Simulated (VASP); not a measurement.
# ScAl3 (ephs) (Pm-3m) in VASP: further runs, part 2 of 2

VASP 6.6.1.

### 3 Relaxation of cell and atoms, PBE

This run uses another cell than the first one, of 17.30 Å³/atom, 0.998 times its volume.

INCAR reads:

```
PREC = Accurate
ENCUT = 600
EDIFF = 1E-7
ISMEAR = -1
SIGMA = 0.15
LREAL = F
LASPH = T
NELM = 100
ALGO = Normal
ISIF = 3
LWAVE = F
LCHARG = F
GGA = PE
IBRION = 2
NSW = 80
EDIFFG = -0.001
```

KPOINTS reads:

```
regular mesh
0
Gamma
  10 10 10
```

POSCAR reads:

```
ScAl3
1.0
    4.1053305955      0.0000000000      0.0000000000
    0.0000000000      4.1053305955      0.0000000000
    0.0000000000      0.0000000000      4.1053305955
Sc Al
1 3
Direct
    0.0000000000      0.0000000000      0.0000000000
    0.5000000000      0.0000000000      0.5000000000
    0.0000000000      0.5000000000      0.5000000000
    0.5000000000      0.5000000000      0.0000000000
```

Potentials or basis: VASP PAW PBE potentials, release 64 (Sc_sv, Al).

Run with:

```console
> cat potpaw_PBE.64/Sc_sv/POTCAR potpaw_PBE.64/Al/POTCAR > POTCAR
> mpirun -np 1 vasp_std > vasp.out
```

OUTCAR:

```text
PREC = Accurate
   ENCUT = 600
   EDIFF = 1E-7
   ISMEAR = -1
   LREAL = F
   LASPH = T
   NELM = 100
   ISIF = 3
   GGA = PE
   IBRION = 2
   NSW = 80
   EDIFFG = -0.001

 ion  position               nearest neighbor table
   1  0.000  0.000  0.000-   2 2.90   3 2.90   4 2.90   2 2.90   3 2.90   3 2.90   4 2.90   3 2.90
                             2 2.90   4 2.90   2 2.90   4 2.90
   2  0.500  0.000  0.500-   1 2.90   3 2.90   4 2.90   1 2.90   4 2.90   3 2.90   4 2.90   4 2.90
                             1 2.90   3 2.90   1 2.90   3 2.90
   3  0.000  0.500  0.500-   1 2.90   2 2.90   4 2.90   1 2.90   4 2.90   1 2.90   2 2.90   1 2.90
                             2 2.90   4 2.90   4 2.90   2 2.90
   4  0.500  0.500  0.000-   1 2.90   2 2.90   3 2.90   2 2.90   3 2.90   1 2.90   2 2.90   2 2.90
                             1 2.90   3 2.90   3 2.90   1 2.90

  LATTYP: Found a simple cubic cell.
 ALAT       =     4.1053305955

  Lattice vectors:

 A1 = (   4.1053305955,   0.0000000000,   0.0000000000)
 A2 = (   0.0000000000,   4.1053305955,   0.0000000000)
 A3 = (   0.0000000000,   0.0000000000,   4.1053305955)

Analysis of symmetry for initial positions (statically):
=====================================================================
 Subroutine PRICEL returns:
 Original cell was already a primitive cell.

 Routine SETGRP: Setting up the symmetry group for a
 simple cubic supercell.

 Subroutine GETGRP returns: Found 48 space group operations
 (whereof 48 operations were pure point group operations)
 out of a pool of 48 trial point group operations.

The static configuration has the point symmetry O_h .

Analysis of symmetry for dynamics (positions and initial velocities):
=====================================================================
 Subroutine PRICEL returns:
 Original cell was already a primitive cell.

 Routine SETGRP: Setting up the symmetry group for a
 simple cubic supercell.

 Subroutine GETGRP returns: Found 48 space group operations
[... 149 lines left out ...]

 Free energy of the ion-electron system (eV)
  ---------------------------------------------------
  ext. energy  EPLUGINS =         0.00000000
  ---------------------------------------------------
  free energy    TOTEN  =       -19.34919725 eV

  energy without entropy =      -19.24633813  energy(sigma->0) =      -19.29776769

------------------------ aborting loop because EDIFF is reached ----------------------------------------

  FORCE on cell =-STRESS in cart. coord.  units (eV):
  Direction    XX          YY          ZZ          XY          YZ          ZX
  --------------------------------------------------------------------------------------
  -------------------------------------------------------------------------------------
  Total        0.0979146      0.0979146      0.0979146      0.0000000     -0.0000000     -0.0000000
  in kB        2.2673249      2.2673249      2.2673249      0.0000000     -0.0000000     -0.0000000
  external PRESSURE =       2.2673249 kB  Pullay stress =       0.0000000 kB
[... 63 lines left out ...]
--------------------------------------- Ionic step        3  -------------------------------------------

 number of electron      20.0000000 magnetization

 Free energy of the ion-electron system (eV)
  ---------------------------------------------------
  ext. energy  EPLUGINS =         0.00000000
  ---------------------------------------------------
  free energy    TOTEN  =       -19.34931861 eV

  energy without entropy =      -19.24612921  energy(sigma->0) =      -19.29772391

 E-fermi :   7.1393     XC(G=0): -10.3575

 val. band max:        7.0925316248   @ k =   0.5000   0.1000   0.1000
 cond. band min:       7.1689804220   @ k =   0.3000   0.0000   0.0000
 fundamental gap:      0.0764487972
 Fermi energy:         7.1392828825

 k-point     1 :       0.0000    0.0000    0.0000
  band No.  band energies     occupation
      1     -41.8960      2.00000
      2     -20.5939      2.00000
      3     -20.5939      2.00000
      4     -20.5939      2.00000
      5      -2.8141      2.00000
      6       4.5305      2.00000
      7       4.5305      2.00000
      8       5.3298      1.99999
      9       5.3298      1.99999
     10       5.3298      1.99999
     11       8.4051      0.00043
     12       8.4293      0.00037
     13       8.4293      0.00037
     14       8.4293      0.00037
[... 377 lines left out ...]
      1     -41.8950      2.00000
      2     -20.6129      2.00000
      3     -20.5950      2.00000
      4     -20.5947      2.00000
      5      -1.8401      2.00000
      6       1.6317      2.00000
      7       4.2067      2.00000
      8       4.8120      2.00000
      9       5.9824      1.99911
     10       7.3630      0.36732
     11       7.7762      0.02823
     12       8.1153      0.00298
     13       9.0644      0.00001
     14       9.6893      0.00000

 [... further k-points ...]

------------------------ aborting loop because EDIFF is reached ----------------------------------------

  FORCE on cell =-STRESS in cart. coord.  units (eV):
  Direction    XX          YY          ZZ          XY          YZ          ZX
  --------------------------------------------------------------------------------------
  -------------------------------------------------------------------------------------
  Total        0.0018455      0.0018455      0.0018455      0.0000000      0.0000000      0.0000000
  in kB        0.0426266      0.0426266      0.0426266      0.0000000      0.0000000      0.0000000
  external PRESSURE =       0.0426266 kB  Pullay stress =       0.0000000 kB
[... 19 lines left out ...]
  FREE ENERGIE OF THE ION-ELECTRON SYSTEM (eV)
  ---------------------------------------------------
  free  energy   TOTEN  =       -19.3493186109 eV

  energy  without entropy=      -19.2461292101  energy(sigma->0) =      -19.29772391

 reached required accuracy - stopping structural energy minimisation
```

CONTCAR:

```text
ScAl3
   1.00000000000000
     4.1087925784009087    0.0000000000000000   -0.0000000000000000
     0.0000000000000000    4.1087925784009087    0.0000000000000000
    -0.0000000000000000   -0.0000000000000000    4.1087925784009087
  Sc              Al
     1     3
Direct
     0.0000000000000000    0.0000000000000000    0.0000000000000000
     0.5000000000000000    0.0000000000000000    0.5000000000000000
     0.0000000000000000    0.5000000000000000    0.5000000000000000
     0.5000000000000000    0.5000000000000000    0.0000000000000000

  0.00000000E+00  0.00000000E+00  0.00000000E+00
  0.00000000E+00  0.00000000E+00  0.00000000E+00
  0.00000000E+00  0.00000000E+00  0.00000000E+00
  0.00000000E+00  0.00000000E+00  0.00000000E+00
```

Run time: 79 s. Hardware: 1 thread of Intel Xeon Platinum 8488C (Sapphire Rapids), shared host; peak memory 0.25 GiB.

What came out:

```
Free energy                            : -19.3493 eV
Relaxed volume                         : 17.34 Å³/atom
Relaxed cell                           : a = 4.109 Å, b = 4.109 Å, c = 4.109 Å, α = 90.00°, β = 90.00°, γ = 90.00°
Space group after relaxing (to 0.05 Å) : Pm-3m (No. 221)
Energy gained by relaxing              : 0.0 meV/atom
Ionic steps                            : 3
Pressure after relaxing                : 0.0 GPa
Band gap on the k mesh                 : zero (band 10 reaches 7.93 eV, above the bottom of band 11 at 4.19 eV)
```

The path:
| step | energy change (eV) | largest force (eV/Å) | pressure (GPa) | volume (Å³) |
| --- | --- | --- | --- | --- |
| 1 | 0.0000 | 0.0000 | 0.23 | 69.19 |
| 2 | -0.0001 | 0.0000 | -0.08 | 69.44 |
| 3 | -0.0001 | 0.0000 | 0.00 | 69.37 |

Final structure:
```
Sc Al
1.0
     4.10879    0.00000    0.00000
     0.00000    4.10879    0.00000
     0.00000    0.00000    4.10879
Sc Al
1 3
Direct
  0.00000 0.00000 0.00000
  0.50000 0.00000 0.50000
  0.00000 0.50000 0.50000
  0.50000 0.50000 0.00000
```

Levels at points of the mesh, in eV from the Fermi level:
| k point | band 7 | band 8 | band 9 | band 10 | band 11 | band 12 | band 13 | band 14 |
| --- | --- | --- | --- | --- | --- | --- | --- | --- |
| (0.00, 0.00, 0.00) | -2.61 | -1.81 | -1.81 | -1.81 | 1.27 | 1.29 | 1.29 | 1.29 |
| (0.50, 0.00, 0.00) | -1.70 | -1.70 | -1.45 | 0.78 | 0.98 | 0.98 | 1.36 | 1.62 |
| (0.50, 0.50, 0.00) | -5.61 | -4.33 | -0.53 | -0.53 | 1.20 | 1.36 | 2.05 | 2.46 |
| (0.50, 0.50, 0.50) | -4.78 | -4.42 | -2.95 | -2.95 | -2.95 | 0.92 | 2.57 | 2.57 |
